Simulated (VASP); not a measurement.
# KOs (P-6m2) in VASP: notebook, part 2 of 2

VASP 6.6.1.

### Step 3. Single point, PBE

This run uses another cell than the first one, of 41.20 Å³/atom.

Contents of INCAR:

```
SYSTEM = KOs
PREC = Accurate ; ENCUT = 520
EDIFF = 1E-6 ; ISMEAR = 0
SIGMA = 0.1 ; LREAL = .FALSE.
LASPH = .TRUE. ; NELM = 100
ALGO = Fast ; ISIF = 2
LWAVE = .FALSE. ; LCHARG = .TRUE.
GGA = PE ; LELF = .TRUE.
LVHAR = .TRUE. ; NBANDS = 16
```

Contents of KPOINTS:

```
regular mesh
0
G
  6 6 4
  0 0 0
```

Contents of POSCAR:

```
KOs
1.0
    4.0603306300      0.0000000000      0.0000000000
   -2.0301653100      3.5163494700      0.0000000000
    0.0000000000      0.0000000000      5.7716871900
K Os
1 1
Direct
    0.3333333300      0.6666666700      0.5000000000
    0.0000000000      0.0000000000      0.0000000000
```

Potentials or basis: VASP PAW PBE potentials, release 64 (K_sv, Os).

Command:

```
> cat potpaw_PBE.64/K_sv/POTCAR potpaw_PBE.64/Os/POTCAR > POTCAR
> mpirun -np 1 vasp_std > vasp.out
```

OUTCAR:

```text
SYSTEM = KOs
   PREC = Accurate
   ENCUT = 520
   EDIFF = 1E-6
   ISMEAR = 0
   LREAL = .FALSE.
   LASPH = .TRUE.
   NELM = 100
   ISIF = 2
   GGA = PE

 ion  position               nearest neighbor table
   1  0.333  0.667  0.500-
   2  0.000  0.000  0.000-

  LATTYP: Found a hexagonal cell.
 ALAT       =     4.0603306300
 C/A-ratio  =     1.4214820703

  Lattice vectors:

 A1 = (   4.0603306300,   0.0000000000,   0.0000000000)
 A2 = (  -2.0301653100,   3.5163494700,   0.0000000000)
 A3 = (   0.0000000000,   0.0000000000,   5.7716871900)

Analysis of symmetry for initial positions (statically):
=====================================================================
 Subroutine PRICEL returns:
 Original cell was already a primitive cell.

 Routine SETGRP: Setting up the symmetry group for a
 hexagonal supercell.

 Subroutine GETGRP returns: Found 12 space group operations
 (whereof 12 operations were pure point group operations)
 out of a pool of 24 trial point group operations.

The static configuration has the point symmetry D_3h.

Analysis of symmetry for dynamics (positions and initial velocities):
=====================================================================
 Subroutine PRICEL returns:
 Original cell was already a primitive cell.

 Routine SETGRP: Setting up the symmetry group for a
 hexagonal supercell.

 Subroutine GETGRP returns: Found 12 space group operations
 (whereof 12 operations were pure point group operations)
 out of a pool of 24 trial point group operations.

The dynamic configuration has the point symmetry D_3h.

 Subroutine INISYM returns: Found 12 space group operations
 (whereof 12 operations are pure point group operations),
 and found     1 'primitive' translations

----------------------------------------------------------------------------------------

                                     Primitive cell

  volume of cell :      82.4055

  direct lattice vectors                    reciprocal lattice vectors
     4.060330630  0.000000000  0.000000000     0.246285362  0.142192920  0.000000000
    -2.030165310  3.516349470  0.000000000     0.000000000  0.284385841  0.000000000
     0.000000000  0.000000000  5.771687190     0.000000000  0.000000000  0.173259563

  length of vectors
     4.060330630  4.060330625  5.771687190     0.284385840  0.284385841  0.173259563

  position of ions in fractional coordinates (direct lattice)
     0.333333330  0.666666670  0.500000000
     0.000000000  0.000000000  0.000000000

  ion indices of the primitive-cell ions
   primitive index   ion index
                 1           1
                 2           2

----------------------------------------------------------------------------------------

 KPOINTS: regular mesh

Automatic generation of k-mesh.
 Grid dimensions read from file:
 generate k-points for:    6    6    4

 Generating k-lattice:

  Cartesian coordinates                     Fractional coordinates (reciprocal lattice)
     0.041047560  0.023698820  0.000000000     0.166666667 -0.000000000  0.000000000
     0.000000000  0.047397640  0.000000000     0.000000000  0.166666667  0.000000000
     0.000000000  0.000000000  0.043314891     0.000000000  0.000000000  0.250000000

  Length of vectors
     0.047397640  0.047397640  0.043314891

  Shift w.r.t. Gamma in fractional coordinates (k-lattice)
     0.000000000  0.000000000  0.000000000

 Subroutine IBZKPT returns following result:
 ===========================================

 Found     21 irreducible k-points:

 Following reciprocal coordinates:
            Coordinates               Weight
  0.000000  0.000000  0.000000      1.000000
  0.166667 -0.000000  0.000000      6.000000
  0.333333  0.000000  0.000000      6.000000
  0.500000  0.000000  0.000000      3.000000
  0.166667  0.166667  0.000000      6.000000
  0.333333  0.166667  0.000000     12.000000
[... 13 lines left out ...]
  0.333333  0.166667  0.500000     12.000000
  0.333333  0.333333  0.500000      2.000000
   k-points           NKPTS =     21   k-points in BZ     NKDIM =     21   number of bands    NBANDS=     16
   number of dos      NEDOS =    301   number of ions     NIONS =      2
   total plane-waves  NPLWV =  43200
   dimension x,y,z NGX =    30 NGY =   30 NGZ =   48
   dimension x,y,z NGXF=    60 NGYF=   60 NGZF=   96
   ions per type =               1   1
   NGX,Y,Z   is equivalent  to a cutoff of  12.28, 12.28, 13.83 a.u.
   NGXF,Y,Z  is equivalent  to a cutoff of  24.57, 24.57, 27.65 a.u.
 SYSTEM =  KOs
   PREC   = accura    normal or accurate (medium, high low for compatibility)
   ISTART =      0    job   : 0-new  1-cont  2-samecut
   ICHARG =      2    charge: 1-file 2-atom 10-const
   ISPIN  =      1    spin polarized calculation?
   LNONCOLLINEAR =      F non collinear calculations
   LSORBIT =      F    spin-orbit coupling
   LASPH  =      T    aspherical Exc in radial PAW
   ENCUT  =  520.0 eV  38.22 Ry    6.18 a.u.   7.55  7.55 10.73*2*pi/ulx,y,z
   NELM   =    100;   NELMIN=  2; NELMDL= -5     # of ELM steps
   EDIFF  = 0.1E-05   stopping-criterion for ELM
   LREAL  =      F    real-space projection
   EDIFFG = 0.1E-04   stopping-criterion for IOM
   NSW    =      0    number of steps for IOM
   IBRION =     -1    ionic relax: 0-MD 1-quasi-New 2-CG
   NFREE  =      0    steps in history (QN), initial steepest desc. (CG)
   ISIF   =      2    stress and relaxation
   ISYM   =      2    0-nonsym 1-usesym 2-fastsym
   POTIM  = 0.5000    time-step for ionic-motion
   TEBEG  =    0.0;   TEEND  =   0.0 temperature during run
   PSTRESS=    0.0 pullay stress
   NELECT =      17.0000    total number of electrons
   NUPDOWN=      -1.0000    fix difference up-down
   EMIN   =  10.00;   EMAX   =-10.00  energy-range for DOS
   EFERMI =   0.00;   METHOD = LEGACY
   ISMEAR =     0;   SIGMA  =   0.10  broadening in eV -4-tet -1-fermi 0-gaus
   EFERMI_NEDOS =   21; number of points for ismear=-14 and -15
   IALGO  =     68    algorithm
   IMIX   =      4    mixing-type and parameters
     AMIX     =   0.40;   BMIX     =  1.00
     AMIX_MAG =   1.60;   BMIX_MAG =  1.00
  volume/ion in A,a.u.               =      41.20       278.05
  Fermi-wavevector in a.u.,A,eV,Ry     =   0.967325  1.827979 12.731211  0.935718
  Thomas-Fermi vector in A             =   2.097201
   LORBIT       =      0    0 simple, 1 ext, 2 COOP (PROOUT), +10 PAW based schemes
   GGA     = PE    functional components
   LHFCALC =     F    Hartree Fock is set to
   AEXX    =    0.0000 exact exchange contribution
   IVDW    =     0    specifies the selected vdW correction
   LEPSILON=     F    determine dielectric tensor
   LRPA    =     F    only Hartree local field effects (RPA)
 non-spin polarized calculation
 RMM-DIIS sequential band-by-band and
 Gauss-broadening in eV      SIGMA  =   0.10
  energy-cutoff  :      520.00
  volume of cell :       82.41
 maximum number of plane-waves:      2250
   NGX = 15   NGY = 15   NGZ = 21

 number of electron      17.0000000 magnetization

 Free energy of the ion-electron system (eV)
  ---------------------------------------------------
  ext. energy  EPLUGINS =         0.00000000
  ---------------------------------------------------
  free energy    TOTEN  =        -5.92630793 eV

  energy without entropy =       -5.87118896  energy(sigma->0) =       -5.89874845

 E-fermi :  -0.1831     XC(G=0):  -7.7126

 val. band max:       -0.1955419739   @ k =   0.5000   0.0000   0.0000
 cond. band min:      -0.1738200446   @ k =   0.5000   0.0000   0.2500
 fundamental gap:      0.0217219293
 Fermi energy:        -0.1831188281

 k-point     1 :       0.0000    0.0000    0.0000
  band No.  band energies     occupation
      1     -30.5136      2.00000
      2     -13.9558      2.00000
      3     -13.9558      2.00000
      4     -13.9188      2.00000
      5      -3.3211      2.00000
      6      -0.8340      2.00000
[... 8 lines left out ...]
     15       7.9038      0.00000
     16       7.9069      0.00000
[... 362 lines left out ...]
 k-point    21 :       0.3333    0.3333    0.5000
  band No.  band energies     occupation
      1     -30.4930      2.00000
      2     -14.1050      2.00000
      3     -14.1023      2.00000
      4     -13.8831      2.00000
      5      -0.5560      2.00000
      6      -0.5269      2.00000
[... 8 lines left out ...]
     15       6.7810      0.00000
     16       8.1957      0.00000

------------------------ aborting loop because EDIFF is reached ----------------------------------------

  FORCE on cell =-STRESS in cart. coord.  units (eV):
  Direction    XX          YY          ZZ          XY          YZ          ZX
  --------------------------------------------------------------------------------------
  -------------------------------------------------------------------------------------
  Total       -4.4451335     -4.4451335     -2.0264525     -0.0000000     -0.0000000      0.0000000
  in kB      -86.4249581    -86.4249579    -39.3995080     -0.0000001     -0.0000000      0.0000000
  external PRESSURE =     -70.7498080 kB  Pullay stress =       0.0000000 kB

 VOLUME and BASIS-vectors are now :
 -----------------------------------------------------------------------------
  energy-cutoff  :      520.00
  volume of cell :       82.41
      direct lattice vectors                 reciprocal lattice vectors
     4.060330630  0.000000000  0.000000000     0.246285362  0.142192920  0.000000000
    -2.030165310  3.516349470  0.000000000     0.000000000  0.284385841  0.000000000
     0.000000000  0.000000000  5.771687190     0.000000000  0.000000000  0.173259563

 POSITION                                       TOTAL-FORCE (eV/Angst)
 -----------------------------------------------------------------------------------
     -0.00000      2.34423      2.88584         0.000000      0.000000      0.000000
      0.00000      0.00000      0.00000        -0.000000      0.000000      0.000000
 -----------------------------------------------------------------------------------
    total drift:                                0.000015     -0.000009     -0.000000

  FREE ENERGIE OF THE ION-ELECTRON SYSTEM (eV)
  ---------------------------------------------------
  free  energy   TOTEN  =        -5.9263079336 eV

  energy  without entropy=       -5.8711889612  energy(sigma->0) =       -5.89874845
```

stdout:

```text
POSCAR found type information on POSCAR K Os
 POSCAR found :  2 types and       2 ions
 scaLAPACK will be used
 LDA part: xc-table for (Slater+PW92), standard interpolation
 POSCAR, INCAR and KPOINTS ok, starting setup
 FFT: planning ... GRIDC
 FFT: planning ... GRID_SOFT
 FFT: planning ... GRID
 WAVECAR not read
 entering main loop
WARNING in EDDRMM: call to ZHEGV failed, returncode =   6  3      6
```

Run time: 54 s. Hardware: 1 thread of Intel Xeon 8259CL, shared host; peak memory 0.21 GiB.

What came out:

```yaml
Free_energy: -5.9263 eV
Pressure: -7.1 GPa
Band_gap_on_the_k_mesh: zero (an odd number of electrons rules out a gap without spin polarisation)
```

Stress tensor (GPa, compression positive):
```
-8.64  0.00  0.00
 0.00 -8.64  0.00
 0.00  0.00 -3.94
```

Levels at points of the mesh, in eV from the Fermi level:
| k point | band 5 | band 6 | band 7 | band 8 | band 9 | band 10 | band 11 | band 12 |
| --- | --- | --- | --- | --- | --- | --- | --- | --- |
| (0.00, 0.00, 0.00) | -3.14 | -0.65 | -0.32 | -0.32 | 0.15 | 0.15 | 2.70 | 3.38 |
| (0.50, 0.00, 0.00) | -1.30 | -0.47 | -0.44 | -0.01 | 0.39 | 1.00 | 1.23 | 3.66 |
| (0.00, 0.00, 0.50) | -2.64 | -0.33 | -0.33 | -0.19 | -0.05 | 0.14 | 0.14 | 5.47 |
| (0.50, 0.00, 0.50) | -1.24 | -0.64 | -0.24 | 0.03 | 0.39 | 1.00 | 1.83 | 2.62 |

Caveat: the cell stands under tension; spin-orbit coupling is left out, which moves the levels of the heavy elements.

### Step 4. Single point, PBE, collinear spin

Contents of INCAR:

```
  ALGO = Fast
  EDIFF = 1E-6
  ENCUT = 520
  GGA = PE
  ISIF = 2
  ISMEAR = 0
  ISPIN = 2
  LASPH = T
  LCHARG = T
  LELF = T
  LMAXMIX = 4
  LORBIT = 11
  LREAL = F
  LVHAR = T
  LWAVE = F
  MAGMOM = 0 1
  NBANDS = 20
  NELM = 150
  PREC = Accurate
  SIGMA = 0.1
```

Contents of KPOINTS:

```
k-points
0
Gamma
  6 6 4
```

Contents of POSCAR:

```
KOs
1.0
    2.7693506851      0.0000000000      0.0000000000
   -1.3846753425      2.3983280453      0.0000000000
    0.0000000000      0.0000000000      5.8111348777
K Os
1 1
Direct
    0.3333333333      0.6666666667      0.5000000000
    0.0000000000      0.0000000000      0.0000000000
```

Command:

```
> cat potpaw_PBE.64/K_sv/POTCAR potpaw_PBE.64/Os/POTCAR > POTCAR
> mpirun -np 1 vasp_std > vasp.out
```

Run time: 79 s. Hardware: 1 thread of Intel Xeon 8259CL, shared host; peak memory 0.2 GiB.

The run converged. Its results:

- Free energy: -9.7781 eV
- Pressure: 0.2 GPa
- Net moment: 0.00 μB per cell
- Valence electrons inside the program's atomic spheres: K 7.71; Os 6.97

Stress tensor (GPa, compression positive):
```
0.24 0.00 0.00
0.00 0.24 0.00
0.00 0.00 0.12
```

Levels at points of the mesh, in eV from the Fermi level:
Spin up:
| k point | band 6 | band 7 | band 8 | band 9 | band 10 | band 11 | band 12 | band 13 |
| --- | --- | --- | --- | --- | --- | --- | --- | --- |
| (0.00, 0.00, 0.00) | -3.24 | -1.51 | -1.51 | 0.58 | 1.07 | 1.07 | 1.81 | 5.52 |
| (0.50, 0.00, 0.00) | -3.39 | -1.21 | 0.13 | 0.77 | 1.22 | 1.89 | 3.00 | 6.69 |
| (0.00, 0.00, 0.50) | -2.33 | -1.72 | -1.51 | -1.51 | 1.06 | 1.06 | 2.12 | 5.57 |
| (0.50, 0.00, 0.50) | -3.53 | -1.77 | 0.20 | 0.96 | 1.49 | 3.00 | 4.16 | 4.87 |
Spin down:
```
           k point  band 5  band 6  band 7  band 8  band 9  band 10  band 11  band 12  band 13  band 14
(0.00, 0.00, 0.00)   -7.23   -3.24   -1.51   -1.51    0.58     1.07     1.07     1.81     5.52     5.52
(0.50, 0.00, 0.00)   -4.94   -3.39   -1.21    0.13    0.77     1.22     1.89     3.00     6.69     8.32
(0.00, 0.00, 0.50)   -6.86   -2.33   -1.72   -1.51   -1.51     1.06     1.06     2.12     5.57     5.57
(0.50, 0.00, 0.50)   -4.95   -3.53   -1.77    0.20    0.96     1.49     3.00     4.16     4.87     7.81
```

Caveat: the k points lie up to 0.44 Å⁻¹ apart; spin-orbit coupling is left out, which moves the levels of the heavy elements.

### Step 5. The runs side by side

```tsv
spin	cell	gap on the mesh (eV)	pressure (GPa)
off	a = 2.769, b = 2.769, c = 5.811 Å, angles 90.0, 90.0, 120.0°, 2 atoms	none	0.2
off	a = 4.060, b = 4.060, c = 5.772 Å, angles 90.0, 90.0, 120.0°, 2 atoms	none	-7.1
collinear	a = 2.769, b = 2.769, c = 5.811 Å, angles 90.0, 90.0, 120.0°, 2 atoms	none	0.2
```

Alike in all rows: task single point; level PBE; potentials or basis VASP PAW PBE potentials, release 64 (K_sv, Os); k mesh 6 × 6 × 4; cutoff (eV) 520; smearing gaussian 0.1 eV.

Caveats: some runs use coarse meshes; spin-orbit coupling is left out, which moves the levels of the heavy elements; the cell stands under tension (at least some runs).

Total energies depend on the potentials used, so only differences within one code and one set of settings carry meaning.

The gap in the log of VASP goes by the Fermi energy; the results here count the filled bands.